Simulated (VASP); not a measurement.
# Hf (Cmcm) in VASP: a series of runs

Hf is run at these levels: PBEsol; tasks: single point.

All numbers are computed with VASP 6.6.1; they aren't measurements. Logs are shortened: lines on timing, memory, paths and dates and some standing lists are left out, and cuts for length are marked.

### 1 The cell of the first run

It takes space group Cmcm (No. 63, orthorhombic). The conventional cell has a = 2.449 Å, b = 5.884 Å, c = 5.746 Å, α = 90.00°, β = 90.00°, γ = 90.00°. Within 3.2 Å of Hf (site symmetry m2m) lie 6 Hf at 2.45 to 3.19 Å.

### 2 Single point, PBEsol

Contents of INCAR:

```
PREC     = Accurate       # precision mode
ENCUT    = 520            # plane-wave cutoff, eV
EDIFF    = 1E-6           # SCF threshold, eV
ISMEAR   = 0              # smearing method
SIGMA    = 0.15           # smearing width, eV
LREAL    = F              # projectors in reciprocal space
LASPH    = T              # aspherical terms in the spheres
NELM     = 60             # most SCF steps
ALGO     = Fast           # electronic algorithm
ISIF     = 2              # what is computed and relaxed
LWAVE    = F              # write WAVECAR
LCHARG   = F              # write CHGCAR
GGA      = PS             # functional
NBANDS   = 17             # bands
```

Contents of KPOINTS:

```
Automatic mesh
0
Gamma
  18 18 10
```

Contents of POSCAR:

```
Hf
1.0
    2.4492084240      0.0000000000      0.0000000000
   -1.2246042120      2.9421386683      0.0000000000
    0.0000000000      0.0000000000      5.7456581652
Hf
2
Direct
    0.3333333333      0.6666666667      0.2500000000
    0.6666666667      0.3333333333      0.7500000000
```

Potentials or basis: VASP PAW PBE potentials, release 64 (Hf_pv).

On the command line:

```
cat potpaw_PBE.64/Hf_pv/POTCAR > POTCAR
mpirun -np 1 vasp_std > vasp.out
```

OUTCAR:

```text
PREC = Accurate
   ENCUT = 520
   EDIFF = 1E-6
   ISMEAR = 0
   LREAL = F
   LASPH = T
   NELM = 60
   ISIF = 2
   GGA = PS

 ion  position               nearest neighbor table
   1  0.333  0.667  0.250-   2 3.27   2 3.27   2 3.27   2 3.27   2 3.48   2 3.48
   2  0.667  0.333  0.750-   1 3.27   1 3.27   1 3.27   1 3.27   1 3.48   1 3.48

  LATTYP: Found a base centered orthorhombic cell.
 ALAT       =     2.4492084240
 B/A-ratio  =     2.4025220879
 C/A-ratio  =     2.3459245481

  Lattice vectors:

 A1 = (   1.2246042120,  -2.9421386683,   0.0000000000)
 A2 = (   1.2246042120,   2.9421386683,   0.0000000000)
 A3 = (   0.0000000000,   0.0000000000,   5.7456581652)

Analysis of symmetry for initial positions (statically):
=====================================================================
 Subroutine PRICEL returns:
 Original cell was already a primitive cell.

 Routine SETGRP: Setting up the symmetry group for a
 base centered orthorhombic supercell.

 Subroutine GETGRP returns: Found  8 space group operations
 (whereof  4 operations were pure point group operations)
 out of a pool of  8 trial point group operations.

The static configuration has the point symmetry C_2h.
 The point group associated with its full space group is D_2h.

Analysis of symmetry for dynamics (positions and initial velocities):
=====================================================================
 Subroutine PRICEL returns:
 Original cell was already a primitive cell.

 Routine SETGRP: Setting up the symmetry group for a
 base centered orthorhombic supercell.

 Subroutine GETGRP returns: Found  8 space group operations
 (whereof  4 operations were pure point group operations)
 out of a pool of  8 trial point group operations.

The dynamic configuration has the point symmetry C_2h.
 The point group associated with its full space group is D_2h.

 Subroutine INISYM returns: Found  8 space group operations
 (whereof  4 operations are pure point group operations),
 and found     1 'primitive' translations

----------------------------------------------------------------------------------------

                                     Primitive cell

  volume of cell :      41.4027

  direct lattice vectors                    reciprocal lattice vectors
     2.449208424  0.000000000  0.000000000     0.408295182  0.169944403  0.000000000
    -1.224604212  2.942138668  0.000000000     0.000000000  0.339888806  0.000000000
     0.000000000  0.000000000  5.745658165     0.000000000  0.000000000  0.174044465

  length of vectors
     2.449208424  3.186822151  5.745658165     0.442251123  0.339888806  0.174044465

  position of ions in fractional coordinates (direct lattice)
     0.333333333  0.666666667  0.250000000
     0.666666667  0.333333333  0.750000000

  ion indices of the primitive-cell ions
   primitive index   ion index
                 1           1
                 2           2

----------------------------------------------------------------------------------------

 KPOINTS: Automatic mesh

Automatic generation of k-mesh.
 Grid dimensions read from file:
 generate k-points for:   18   18   10

 Generating k-lattice:

  Cartesian coordinates                     Fractional coordinates (reciprocal lattice)
     0.022683066  0.009441356  0.000000000     0.055555556  0.000000000  0.000000000
     0.000000000  0.018882711  0.000000000     0.000000000  0.055555556  0.000000000
     0.000000000  0.000000000  0.017404446     0.000000000  0.000000000  0.100000000

  Length of vectors
     0.024569507  0.018882711  0.017404446

  Shift w.r.t. Gamma in fractional coordinates (k-lattice)
     0.000000000  0.000000000  0.000000000

 Subroutine IBZKPT returns following result:
 ===========================================

 Found    546 irreducible k-points:

 Following reciprocal coordinates:
            Coordinates               Weight
  0.000000  0.000000  0.000000      1.000000
  0.055556  0.000000  0.000000      4.000000
  0.111111  0.000000  0.000000      4.000000
  0.166667 -0.000000  0.000000      4.000000
  0.222222  0.000000  0.000000      4.000000
  0.277778  0.000000  0.000000      4.000000
[... 16 lines left out ...]
 -0.333333  0.055556  0.000000      4.000000
 -0.277778  0.055556  0.000000      4.000000
 [... further k-points ...]
   k-points           NKPTS =    546   k-points in BZ     NKDIM =    546   number of bands    NBANDS=     17
   number of dos      NEDOS =    301   number of ions     NIONS =      2
   total plane-waves  NPLWV =  20736
   dimension x,y,z NGX =    18 NGY =   24 NGZ =   48
   dimension x,y,z NGXF=    36 NGYF=   48 NGZF=   96
   ions per type =               2
   NGX,Y,Z   is equivalent  to a cutoff of  12.22, 12.52, 13.89 a.u.
   NGXF,Y,Z  is equivalent  to a cutoff of  24.44, 25.04, 27.78 a.u.
 SYSTEM =  unknown system
   PREC   = accura    normal or accurate (medium, high low for compatibility)
   ISTART =      0    job   : 0-new  1-cont  2-samecut
   ICHARG =      2    charge: 1-file 2-atom 10-const
   ISPIN  =      1    spin polarized calculation?
   LNONCOLLINEAR =      F non collinear calculations
   LSORBIT =      F    spin-orbit coupling
   LASPH  =      T    aspherical Exc in radial PAW
   ENCUT  =  520.0 eV  38.22 Ry    6.18 a.u.   4.55  5.93 10.68*2*pi/ulx,y,z
   NELM   =     60;   NELMIN=  2; NELMDL= -5     # of ELM steps
   EDIFF  = 0.1E-05   stopping-criterion for ELM
   LREAL  =      F    real-space projection
   EDIFFG = 0.1E-04   stopping-criterion for IOM
   NSW    =      0    number of steps for IOM
   IBRION =     -1    ionic relax: 0-MD 1-quasi-New 2-CG
   NFREE  =      0    steps in history (QN), initial steepest desc. (CG)
   ISIF   =      2    stress and relaxation
   ISYM   =      2    0-nonsym 1-usesym 2-fastsym
   POTIM  = 0.5000    time-step for ionic-motion
   TEBEG  =    0.0;   TEEND  =   0.0 temperature during run
   PSTRESS=    0.0 pullay stress
   NELECT =      20.0000    total number of electrons
   NUPDOWN=      -1.0000    fix difference up-down
   EMIN   =  10.00;   EMAX   =-10.00  energy-range for DOS
   EFERMI =   0.00;   METHOD = LEGACY
   ISMEAR =     0;   SIGMA  =   0.15  broadening in eV -4-tet -1-fermi 0-gaus
   EFERMI_NEDOS =   21; number of points for ismear=-14 and -15
   IALGO  =     68    algorithm
   IMIX   =      4    mixing-type and parameters
     AMIX     =   0.40;   BMIX     =  1.00
     AMIX_MAG =   1.60;   BMIX_MAG =  1.00
  volume/ion in A,a.u.               =      20.70       139.70
  Fermi-wavevector in a.u.,A,eV,Ry     =   1.284523  2.427397 22.449610  1.650000
  Thomas-Fermi vector in A             =   2.416712
   LORBIT       =      0    0 simple, 1 ext, 2 COOP (PROOUT), +10 PAW based schemes
   GGA     = PS    functional components
   LHFCALC =     F    Hartree Fock is set to
   AEXX    =    0.0000 exact exchange contribution
   IVDW    =     0    specifies the selected vdW correction
   LEPSILON=     F    determine dielectric tensor
   LRPA    =     F    only Hartree local field effects (RPA)
 non-spin polarized calculation
 RMM-DIIS sequential band-by-band and
 Gauss-broadening in eV      SIGMA  =   0.15
  energy-cutoff  :      520.00
  volume of cell :       41.40
 maximum number of plane-waves:      1140
   NGX =  9   NGY = 11   NGZ = 21

 number of electron      19.9999999 magnetization

 Free energy of the ion-electron system (eV)
  ---------------------------------------------------
  ext. energy  EPLUGINS =         0.00000000
  ---------------------------------------------------
  free energy    TOTEN  =       -19.58178456 eV

  energy without entropy =      -19.55574742  energy(sigma->0) =      -19.56876599

 E-fermi :   4.6266     XC(G=0): -11.6538

 val. band max:        4.6220583186   @ k =   0.0000   0.0556   0.2000
 cond. band min:       4.6269432274   @ k =   0.0556   0.3889   0.3000
 fundamental gap:      0.0048849088
 Fermi energy:         4.6266370170

 k-point     1 :       0.0000    0.0000    0.0000
  band No.  band energies     occupation
      1     -25.6213      2.00000
      2     -25.0240      2.00000
      3     -24.9638      2.00000
      4     -24.9157      2.00000
      5     -23.5375      2.00000
      6     -23.5043      2.00000
[... 9 lines left out ...]
     16      11.6062      0.00000
     17      12.4666      0.00000

 k-point     2 :       0.0556    0.0000    0.0000
  band No.  band energies     occupation
      1     -25.6016      2.00000
      2     -25.0129      2.00000
      3     -24.9595      2.00000
      4     -24.9118      2.00000
      5     -23.6668      2.00000
      6     -23.6354      2.00000
[... 9 lines left out ...]
     16      11.0584      0.00000
     17      11.7041      0.00000

 k-point     3 :       0.1111    0.0000    0.0000
  band No.  band energies     occupation
      1     -25.5444      2.00000
      2     -24.9809      2.00000
      3     -24.9472      2.00000
      4     -24.9011      2.00000
      5     -24.0278      2.00000
      6     -24.0010      2.00000
[... 9 lines left out ...]
     16       9.9292      0.00000
     17      10.6473      0.00000

 k-point     4 :       0.1667   -0.0000    0.0000
  band No.  band energies     occupation
      1     -25.4545      2.00000
      2     -24.9325      2.00000
      3     -24.9307      2.00000
      4     -24.8908      2.00000
      5     -24.5486      2.00000
      6     -24.5267      2.00000
[... 9 lines left out ...]
     16       8.8275      0.00000
     17      10.3888      0.00000
[... 343 lines left out ...]
      1     -26.7299      2.00000
      2     -26.7062      2.00000
      3     -24.9808      2.00000
      4     -24.7845      2.00000
      5     -24.7393      2.00000
      6     -24.7312      2.00000
[... 9 lines left out ...]
     16      10.6180      0.00000
     17      13.4086      0.00000

 k-point    23 :      -0.3333    0.0556    0.0000
  band No.  band energies     occupation
      1     -26.3080      2.00000
      2     -26.2885      2.00000
      3     -25.0992      2.00000
      4     -24.7966      2.00000
      5     -24.7630      2.00000
      6     -24.7511      2.00000
[... 9 lines left out ...]
     16      10.6044      0.00000
     17      11.7478      0.00000

 k-point    24 :      -0.2778    0.0556    0.0000
  band No.  band energies     occupation
      1     -25.7680      2.00000
      2     -25.7516      2.00000
      3     -25.2278      2.00000
      4     -24.8199      2.00000
      5     -24.8133      2.00000
      6     -24.7736      2.00000
[... 9 lines left out ...]
     16       9.7230      0.00000
     17      10.5202      0.00000

 [... further k-points ...]
[... 5 lines left out ...]
  --------------------------------------------------------------------------------------
  -------------------------------------------------------------------------------------
  Total       12.0693020     -0.7823659     -3.1211043      0.0000000      0.0000000      0.0000000
  in kB      467.0507441    -30.2755339   -120.7786592      0.0000000      0.0000000      0.0000000
  external PRESSURE =     105.3321837 kB  Pullay stress =       0.0000000 kB

 VOLUME and BASIS-vectors are now :
 -----------------------------------------------------------------------------
  energy-cutoff  :      520.00
  volume of cell :       41.40
      direct lattice vectors                 reciprocal lattice vectors
     2.449208424  0.000000000  0.000000000     0.408295182  0.169944403  0.000000000
    -1.224604212  2.942138668  0.000000000     0.000000000  0.339888806  0.000000000
     0.000000000  0.000000000  5.745658165     0.000000000  0.000000000  0.174044465

 POSITION                                       TOTAL-FORCE (eV/Angst)
 -----------------------------------------------------------------------------------
     -0.00000      1.96143      1.43641        -0.000000      0.344236      0.000000
      1.22460      0.98071      4.30924         0.000000     -0.344236      0.000000
 -----------------------------------------------------------------------------------
    total drift:                                0.000000     -0.000000      0.000000

  FREE ENERGIE OF THE ION-ELECTRON SYSTEM (eV)
  ---------------------------------------------------
  free  energy   TOTEN  =       -19.5817845640 eV

  energy  without entropy=      -19.5557474170  energy(sigma->0) =      -19.56876599
```

Wall time 4.7 min (1 thread of Intel Xeon Platinum 8375C at 2.90GHz (Ice Lake), shared host); peak memory 0.41 GiB.

Results:

| Item | Value |
| --- | --- |
| Free energy | -19.5818 eV |
| Pressure | 10.5 GPa |
| Largest force | 0.344 eV/Å |
| Band gap on the k mesh | zero (band 10 reaches 5.77 eV, above the bottom of band 11 at 3.79 eV) |

Forces on the atoms (eV/Å):
```
Hf   0.000  0.344  0.000
Hf   0.000 -0.344  0.000
```

Caveat: the cell differs from its parent crystal (strain +e along x and -e along y -0.1500, strain +e along z and -e/2 along x and y +0.1500); the PAW data sets were made with another functional, which shifts forces and pressure a little; spin-orbit coupling is left out, which moves the levels of the heavy elements.

(Part 1 of 2 ends here.)
